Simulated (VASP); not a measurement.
# GaN (P6_3mc) in VASP: a series of runs, part 2 of 2

VASP 6.6.1. Earlier steps stand in the parts before.

## (4) Single point, r2SCAN (strain -0.025 along x and y, +0.025 along z)

File POSCAR:

```
GaN
1.0
    3.1004996690      0.0000000000      0.0000000000
   -1.5502498345      2.6851114777      0.0000000000
    0.0000000000      0.0000000000      5.2951500000
Ga N
2 2
Direct
    0.3333333333      0.6666666667      0.0000000000
    0.6666666667      0.3333333333      0.5000000000
    0.3333333333      0.6666666667      0.3750000000
    0.6666666667      0.3333333333      0.8750000000
```

File INCAR.step1:

```
SYSTEM = GaN
PREC     = Accurate       ! precision mode
ENCUT    = 520            ! plane-wave cutoff, eV
ISMEAR   = 0              ! smearing method
SIGMA    = 0.05           ! smearing width, eV
LREAL    = .FALSE.        ! projectors in reciprocal space
LASPH    = .TRUE.         ! aspherical terms in the spheres
NELM     = 80             ! most SCF steps
NBANDS   = 26             ! bands
GGA      = PE             ! functional
ALGO     = Normal         ! electronic algorithm
EDIFF    = 1E-4           ! SCF threshold, eV
LWAVE    = .TRUE.         ! write WAVECAR
LCHARG   = .FALSE.        ! write CHGCAR
```

File INCAR.step2:

```
SYSTEM = GaN
PREC     = Accurate       ! precision mode
ENCUT    = 520            ! plane-wave cutoff, eV
EDIFF    = 1E-7           ! SCF threshold, eV
ISMEAR   = 0              ! smearing method
SIGMA    = 0.05           ! smearing width, eV
LREAL    = .FALSE.        ! projectors in reciprocal space
LASPH    = .TRUE.         ! aspherical terms in the spheres
NELM     = 80             ! most SCF steps
ALGO     = Normal         ! electronic algorithm
ISIF     = 2              ! what is computed and relaxed
LWAVE    = .FALSE.        ! write WAVECAR
LCHARG   = .TRUE.         ! write CHGCAR
METAGGA  = R2SCAN         ! meta-GGA
LMIXTAU  = .TRUE.       
LELF     = .TRUE.         ! ELF
LVHAR    = .TRUE.       
NBANDS   = 26             ! bands
ISTART   = 1
```

File KPOINTS:

```
regular mesh
0
G
  12 12 6
  0 0 0
```

The run is started by

```sh
cat potpaw_PBE.64/Ga_d/POTCAR potpaw_PBE.64/N/POTCAR > POTCAR
cp INCAR.step1 INCAR
mpirun -np 1 vasp_std > vasp.out
cp INCAR.step2 INCAR
mpirun -np 1 vasp_std > vasp.out
```

It took 4.7 min on 1 thread of Intel Xeon 6975P-C (Granite Rapids), shared host; peak memory 0.21 GiB.

Results (log left out):

| Item | Value |
| --- | --- |
| Free energy | -43.6999 eV |
| Pressure | 8.3 GPa |
| Largest force | 0.409 eV/Å |
| Band gap on the k mesh | 2.35 eV |

Forces on the atoms (eV/Å):
```
Ga   0.000  0.000  0.409
Ga   0.000  0.000  0.409
N    0.000  0.000 -0.409
N    0.000  0.000 -0.409
```

Stress tensor (GPa, compression positive):
```
14.73  0.00  0.00
 0.00 14.73  0.00
 0.00  0.00 -4.65
```

Levels at points of the mesh, in eV from the valence-band top:
```csv
k point,band 14,band 15,band 16,band 17,band 18,band 19,band 20,band 21,band 22,band 23
"(0.00, 0.00, 0.00)",-0.95,-0.95,-0.27,0.00,0.00,2.35,5.44,9.72,10.82,11.16
"(0.50, 0.00, 0.00)",-5.77,-4.48,-2.82,-2.41,-1.18,5.93,6.09,6.33,9.32,10.96
"(0.00, 0.00, 0.50)",-4.32,-0.49,-0.49,-0.49,-0.49,5.06,5.06,9.06,9.06,11.67
"(0.50, 0.00, 0.50)",-6.96,-2.27,-2.27,-2.06,-2.06,4.78,4.78,8.48,8.48,10.82
```

Caveat: the cell differs from its parent crystal (strain -0.025 along x and y, +0.025 along z); the stress differs along the axes, from -5 to 15 GPa; the PAW data sets were made with another functional, which shifts forces and pressure a little.

## (5) Single point, r2SCAN (strain -0.025 along x and y, +0.050 along z)

Changes to POSCAR since step 4:

```diff
@@ -4,3 +4,3 @@
    -1.5502498345      2.6851114777      0.0000000000
-    0.0000000000      0.0000000000      5.2951500000
+    0.0000000000      0.0000000000      5.4243000000
 Ga N
```

File INCAR.step1:

```
ALGO = Normal
EDIFF = 1E-4
ENCUT = 520
GGA = PE
ISMEAR = 0
LASPH = True
LCHARG = False
LREAL = False
LWAVE = True
NBANDS = 26
NELM = 80
PREC = Accurate
SIGMA = 0.05
```

File INCAR.step2:

```
ALGO = Normal
EDIFF = 1E-7
ENCUT = 520
ISIF = 2
ISMEAR = 0
ISTART = 1
LASPH = True
LCHARG = False
LMIXTAU = True
LREAL = False
LWAVE = False
METAGGA = R2SCAN
NBANDS = 26
NELM = 80
PREC = Accurate
SIGMA = 0.05
```

File KPOINTS:

```
k-points
0
Gamma
  12 12 6
```

The run is started by

```sh
cat potpaw_PBE.64/Ga_d/POTCAR potpaw_PBE.64/N/POTCAR > POTCAR
cp INCAR.step1 INCAR
mpirun -np 1 vasp_std > vasp.out
cp INCAR.step2 INCAR
mpirun -np 1 vasp_std > vasp.out
```

Wall time 4.4 min (1 thread of Intel Xeon 6975P-C (Granite Rapids), shared host); peak memory 0.22 GiB.

The run converged. Its results:

| Quantity | Value |
| --- | --- |
| Free energy | -43.6358 eV |
| Pressure | 3.7 GPa |
| Largest force | 0.487 eV/Å |
| Band gap on the k mesh | 2.05 eV |

Forces on the atoms (eV/Å):
```
Ga   0.000  0.000  0.487
Ga   0.000  0.000  0.487
N    0.000  0.000 -0.487
N    0.000  0.000 -0.487
```

Stress tensor (GPa, compression positive):
```
 12.79   0.00   0.00
  0.00  12.79   0.00
  0.00   0.00 -14.37
```

Levels at points of the mesh, in eV from the valence-band top:
| k point | band 15 | band 16 | band 17 | band 18 | band 19 | band 20 | band 21 | band 22 |
| --- | --- | --- | --- | --- | --- | --- | --- | --- |
| (0.00, 0.00, 0.00) | -0.84 | -0.38 | 0.00 | 0.00 | 2.05 | 5.46 | 9.38 | 10.33 |
| (0.50, 0.00, 0.00) | -4.37 | -2.67 | -2.35 | -1.20 | 5.89 | 5.98 | 6.02 | 8.87 |
| (0.00, 0.00, 0.50) | -0.43 | -0.43 | -0.43 | -0.43 | 4.91 | 4.91 | 8.81 | 8.81 |
| (0.50, 0.00, 0.50) | -2.31 | -2.31 | -1.99 | -1.99 | 4.58 | 4.58 | 8.27 | 8.27 |

Caveat: the cell differs from its parent crystal (strain -0.025 along x and y, +0.050 along z); the stress differs along the axes, from -14 to 13 GPa; the PAW data sets were made with another functional, which shifts forces and pressure a little.

## (6) Single point, r2SCAN (strain +0.025 along x and y, -0.050 along z)

File POSCAR:

```
GaN
1.0
    3.2594996520      0.0000000000      0.0000000000
   -1.6297498260      2.8228095022      0.0000000000
    0.0000000000      0.0000000000      4.9077000000
Ga N
2 2
Direct
    0.3333333333      0.6666666667      0.0000000000
    0.6666666667      0.3333333333      0.5000000000
    0.3333333333      0.6666666667      0.3750000000
    0.6666666667      0.3333333333      0.8750000000
```

File INCAR.step1:

```
PREC = Accurate
ENCUT = 520
ISMEAR = 0
SIGMA = 0.05
LREAL = F
LASPH = T
NELM = 80
NBANDS = 26
GGA = PE
ALGO = Normal
EDIFF = 1E-4
LWAVE = T
LCHARG = F
```

File INCAR.step2:

```
PREC = Accurate
ENCUT = 520
EDIFF = 1E-6
ISMEAR = 0
SIGMA = 0.05
LREAL = F
LASPH = T
NELM = 80
ALGO = Normal
ISIF = 2
LWAVE = F
LCHARG = F
METAGGA = R2SCAN
LMIXTAU = T
NBANDS = 26
ISTART = 1
```

File KPOINTS:

```
regular mesh
0
Gamma
  12 12 6
```

Potentials or basis: VASP PAW PBE potentials, release 64 (Ga_d, N).

The run is started by

```sh
cat potpaw_PBE.64/Ga_d/POTCAR potpaw_PBE.64/N/POTCAR > POTCAR
cp INCAR.step1 INCAR
mpirun -np 1 vasp_std > vasp.out
cp INCAR.step2 INCAR
mpirun -np 1 vasp_std > vasp.out
```

OUTCAR:

```text
PREC = Accurate
   ENCUT = 520
   EDIFF = 1E-6
   ISMEAR = 0
   LREAL = F
   LASPH = T
   NELM = 80
   ISIF = 2
   METAGGA = R2SCAN
   ISTART = 1

 ion  position               nearest neighbor table
   1  0.333  0.667  0.000-   3 1.84   4 1.98   4 1.98   4 1.98
   2  0.667  0.333  0.500-   4 1.84   3 1.98   3 1.98   3 1.98
   3  0.333  0.667  0.375-   1 1.84   2 1.98   2 1.98   2 1.98
   4  0.667  0.333  0.875-   2 1.84   1 1.98   1 1.98   1 1.98

  LATTYP: Found a hexagonal cell.
 ALAT       =     3.2594996520
 C/A-ratio  =     1.5056605381

  Lattice vectors:

 A1 = (   3.2594996520,   0.0000000000,   0.0000000000)
 A2 = (  -1.6297498260,   2.8228095022,   0.0000000000)
 A3 = (   0.0000000000,   0.0000000000,   4.9077000000)

Analysis of symmetry for initial positions (statically):
=====================================================================
 Subroutine PRICEL returns:
 Original cell was already a primitive cell.

 Routine SETGRP: Setting up the symmetry group for a
 hexagonal supercell.

 Subroutine GETGRP returns: Found 12 space group operations
 (whereof  6 operations were pure point group operations)
 out of a pool of 24 trial point group operations.

The static configuration has the point symmetry C_3v.
 The point group associated with its full space group is C_6v.

Analysis of symmetry for dynamics (positions and initial velocities):
=====================================================================
 Subroutine PRICEL returns:
 Original cell was already a primitive cell.

 Routine SETGRP: Setting up the symmetry group for a
 hexagonal supercell.

 Subroutine GETGRP returns: Found 12 space group operations
 (whereof  6 operations were pure point group operations)
 out of a pool of 24 trial point group operations.

The dynamic configuration has the point symmetry C_3v.
 The point group associated with its full space group is C_6v.

 Subroutine INISYM returns: Found 12 space group operations
 (whereof  6 operations are pure point group operations),
 and found     1 'primitive' translations

----------------------------------------------------------------------------------------

                                     Primitive cell

  volume of cell :      45.1555

  direct lattice vectors                    reciprocal lattice vectors
     3.259499652  0.000000000  0.000000000     0.306795554  0.177128495  0.000000000
    -1.629749826  2.822809502  0.000000000     0.000000000  0.354256991  0.000000000
     0.000000000  0.000000000  4.907700000     0.000000000  0.000000000  0.203761436

  length of vectors
     3.259499652  3.259499652  4.907700000     0.354256991  0.354256991  0.203761436

  position of ions in fractional coordinates (direct lattice)
     0.333333333  0.666666667  0.000000000
     0.666666667  0.333333333  0.500000000
     0.333333333  0.666666667  0.375000000
     0.666666667  0.333333333  0.875000000

  ion indices of the primitive-cell ions
   primitive index   ion index
                 1           1
                 2           2
                 3           3
                 4           4

----------------------------------------------------------------------------------------

 KPOINTS: regular mesh

Automatic generation of k-mesh.
 Grid dimensions read from file:
 generate k-points for:   12   12    6

 Generating k-lattice:

  Cartesian coordinates                     Fractional coordinates (reciprocal lattice)
     0.025566296  0.014760708  0.000000000     0.083333333  0.000000000  0.000000000
     0.000000000  0.029521416  0.000000000     0.000000000  0.083333333  0.000000000
     0.000000000  0.000000000  0.033960239     0.000000000  0.000000000  0.166666667

  Length of vectors
     0.029521416  0.029521416  0.033960239

  Shift w.r.t. Gamma in fractional coordinates (k-lattice)
     0.000000000  0.000000000  0.000000000

 Subroutine IBZKPT returns following result:
 ===========================================

 Found     76 irreducible k-points:

 Following reciprocal coordinates:
            Coordinates               Weight
  0.000000  0.000000  0.000000      1.000000
  0.083333  0.000000  0.000000      6.000000
  0.166667  0.000000  0.000000      6.000000
  0.250000  0.000000  0.000000      6.000000
  0.333333  0.000000  0.000000      6.000000
  0.416667  0.000000  0.000000      6.000000
[... 16 lines left out ...]
  0.250000  0.000000  0.166667     12.000000
  0.333333  0.000000  0.166667     12.000000
 [... further k-points ...]
   k-points           NKPTS =     76   k-points in BZ     NKDIM =     76   number of bands    NBANDS=     26
   number of dos      NEDOS =    301   number of ions     NIONS =      4
   total plane-waves  NPLWV =  23040
   dimension x,y,z NGX =    24 NGY =   24 NGZ =   40
   dimension x,y,z NGXF=    48 NGYF=   48 NGZF=   80
   ions per type =               2   2
   NGX,Y,Z   is equivalent  to a cutoff of  12.24, 12.24, 13.55 a.u.
   NGXF,Y,Z  is equivalent  to a cutoff of  24.48, 24.48, 27.10 a.u.
 SYSTEM =  unknown system
   PREC   = accura    normal or accurate (medium, high low for compatibility)
   ISTART =      1    job   : 0-new  1-cont  2-samecut
   ICHARG =      0    charge: 1-file 2-atom 10-const
   ISPIN  =      1    spin polarized calculation?
   LNONCOLLINEAR =      F non collinear calculations
   LSORBIT =      F    spin-orbit coupling
   LASPH  =      T    aspherical Exc in radial PAW
   ENCUT  =  520.0 eV  38.22 Ry    6.18 a.u.   6.06  6.06  9.13*2*pi/ulx,y,z
   NELM   =     80;   NELMIN=  2; NELMDL=  0     # of ELM steps
   EDIFF  = 0.1E-05   stopping-criterion for ELM
   LREAL  =      F    real-space projection
   EDIFFG = 0.1E-04   stopping-criterion for IOM
   NSW    =      0    number of steps for IOM
   IBRION =     -1    ionic relax: 0-MD 1-quasi-New 2-CG
   NFREE  =      0    steps in history (QN), initial steepest desc. (CG)
   ISIF   =      2    stress and relaxation
   ISYM   =      2    0-nonsym 1-usesym 2-fastsym
   POTIM  = 0.5000    time-step for ionic-motion
   TEBEG  =    0.0;   TEEND  =   0.0 temperature during run
   PSTRESS=    0.0 pullay stress
   NELECT =      36.0000    total number of electrons
   NUPDOWN=      -1.0000    fix difference up-down
   EMIN   =  10.00;   EMAX   =-10.00  energy-range for DOS
   EFERMI =   0.00;   METHOD = LEGACY
   ISMEAR =     0;   SIGMA  =   0.05  broadening in eV -4-tet -1-fermi 0-gaus
   EFERMI_NEDOS =   21; number of points for ismear=-14 and -15
   IALGO  =     38    algorithm
   IMIX   =      4    mixing-type and parameters
     AMIX     =   0.40;   BMIX     =  1.00
     AMIX_MAG =   1.60;   BMIX_MAG =  1.00
  volume/ion in A,a.u.               =      11.29        76.18
  Fermi-wavevector in a.u.,A,eV,Ry     =   1.518001  2.868607 31.352287  2.304328
  Thomas-Fermi vector in A             =   2.627181
   LORBIT       =      0    0 simple, 1 ext, 2 COOP (PROOUT), +10 PAW based schemes
   METAGGA = R2SCAN    functional components
   LHFCALC =     F    Hartree Fock is set to
   AEXX    =    0.0000 exact exchange contribution
   IVDW    =     0    specifies the selected vdW correction
   LEPSILON=     F    determine dielectric tensor
   LRPA    =     F    only Hartree local field effects (RPA)
 non-spin polarized calculation
 Gauss-broadening in eV      SIGMA  =   0.05
  energy-cutoff  :      520.00
  volume of cell :       45.16
 maximum number of plane-waves:      1236
   NGX = 13   NGY = 13   NGZ = 19

 number of electron      35.9999994 magnetization

 Free energy of the ion-electron system (eV)
  ---------------------------------------------------
  ext. energy  EPLUGINS =         0.00000000
  ---------------------------------------------------
  free energy    TOTEN  =       -43.54749886 eV

  energy without entropy =      -43.54749886  energy(sigma->0) =      -43.54749886

 E-fermi :   5.4399     XC(G=0): -12.6966

 val. band max:        5.2430153489   @ k =   0.0000   0.0000   0.0000
 cond. band min:       7.5954908854   @ k =   0.0000   0.0000   0.0000
 fundamental gap:      2.3524755366
 Fermi energy:         5.4398687050

 k-point     1 :       0.0000    0.0000    0.0000
  band No.  band energies     occupation
      1     -11.7420      2.00000
      2     -10.6378      2.00000
      3      -8.6558      2.00000
      4      -8.6280      2.00000
      5      -8.6280      2.00000
      6      -8.5350      2.00000
[... 685 lines left out ...]
     25      17.5122      0.00000
     26      18.9387      0.00000

 [... further k-points ...]

------------------------ aborting loop because EDIFF is reached ----------------------------------------

  FORCE on cell =-STRESS in cart. coord.  units (eV):
  Direction    XX          YY          ZZ          XY          YZ          ZX
  --------------------------------------------------------------------------------------
  -------------------------------------------------------------------------------------
  Total       -2.1008172     -2.1008172      8.1574711      0.0000000      0.0000000      0.0000000
  in kB      -74.5398178    -74.5398178    289.4380392      0.0000000      0.0000000      0.0000000
  external PRESSURE =      46.7861345 kB  Pullay stress =       0.0000000 kB

 VOLUME and BASIS-vectors are now :
 -----------------------------------------------------------------------------
  energy-cutoff  :      520.00
  volume of cell :       45.16
      direct lattice vectors                 reciprocal lattice vectors
     3.259499652  0.000000000  0.000000000     0.306795554  0.177128495  0.000000000
    -1.629749826  2.822809502  0.000000000     0.000000000  0.354256991  0.000000000
     0.000000000  0.000000000  4.907700000     0.000000000  0.000000000  0.203761436

 POSITION                                       TOTAL-FORCE (eV/Angst)
 -----------------------------------------------------------------------------------
     -0.00000      1.88187      0.00000        -0.000000      0.000000     -1.364471
      1.62975      0.94094      2.45385         0.000000      0.000000     -1.364471
     -0.00000      1.88187      1.84039        -0.000000      0.000000      1.364471
      1.62975      0.94094      4.29424        -0.000000      0.000000      1.364471
 -----------------------------------------------------------------------------------
    total drift:                                0.000002      0.000003      0.015577

  FREE ENERGIE OF THE ION-ELECTRON SYSTEM (eV)
  ---------------------------------------------------
  free  energy   TOTEN  =       -43.5474988626 eV

  energy  without entropy=      -43.5474988626  energy(sigma->0) =      -43.54749886
```

Run time: 4 min. Hardware: 1 thread of Intel Xeon 6975P-C (Granite Rapids), shared host; peak memory 0.21 GiB.

Results:

```
Free energy            : -43.5475 eV
Pressure               : 4.7 GPa
Largest force          : 1.364 eV/Å
Band gap on the k mesh : 2.35 eV
```

Forces in eV/Å, atoms in the order of the input:
```
Ga   0.000  0.000 -1.364
Ga   0.000  0.000 -1.364
N    0.000  0.000  1.364
N    0.000  0.000  1.364
```

Levels at points of the mesh, in eV from the valence-band top:
```tsv
k point	band 14	band 15	band 16	band 17	band 18	band 19	band 20	band 21	band 22	band 23
(0.00, 0.00, 0.00)	-1.52	-1.52	-0.12	-0.12	0.00	2.35	4.07	9.90	9.90	10.52
(0.50, 0.00, 0.00)	-5.09	-4.49	-3.24	-2.41	-0.94	5.00	6.14	6.99	9.40	10.78
(0.00, 0.00, 0.50)	-3.68	-0.84	-0.84	-0.84	-0.84	4.47	4.47	9.66	9.66	10.42
(0.50, 0.00, 0.50)	-6.82	-2.20	-2.20	-1.76	-1.76	4.95	4.95	8.68	8.68	10.88
```

Caveat: the cell differs from its parent crystal (strain +0.025 along x and y, -0.050 along z); the stress differs along the axes, from -7 to 29 GPa; the PAW data sets were made with another functional, which shifts forces and pressure a little.

## (7) The runs side by side

| cell | gap on the mesh (eV) | pressure (GPa) | largest force (eV/Å) |
| --- | --- | --- | --- |
| a = 3.100, b = 3.100, c = 5.166 Å, angles 90.0, 90.0, 120.0°, 4 atoms | 2.64 | 13.8 | 0.21 |
| a = 3.180, b = 3.180, c = 5.037 Å, angles 90.0, 90.0, 120.0°, 4 atoms | 2.59 | 8.0 | 0.53 |
| a = 3.100, b = 3.100, c = 5.295 Å, angles 90.0, 90.0, 120.0°, 4 atoms | 2.35 | 8.3 | 0.41 |
| a = 3.100, b = 3.100, c = 5.424 Å, angles 90.0, 90.0, 120.0°, 4 atoms | 2.05 | 3.7 | 0.49 |
| a = 3.259, b = 3.259, c = 4.908 Å, angles 90.0, 90.0, 120.0°, 4 atoms | 2.35 | 4.7 | 1.36 |

Alike in all rows: task single point; level r2SCAN; potentials or basis VASP PAW PBE potentials, release 64 (Ga_d, N); no spin polarisation; k mesh 12 × 12 × 6; cutoff (eV) 520; smearing gaussian 0.05 eV.

Caveats: the PAW data sets were made with another functional, which shifts forces and pressure a little; the stress differs along the axes, from 7 to 17 GPa (at least some runs); the stress differs along the axes, from 3 to 17 GPa (at least some runs); the stress differs along the axes, from -5 to 15 GPa (at least some runs); the stress differs along the axes, from -14 to 13 GPa (at least some runs); the stress differs along the axes, from -7 to 29 GPa (at least some runs).

Absolute energies hang on the potentials; compare differences alone.
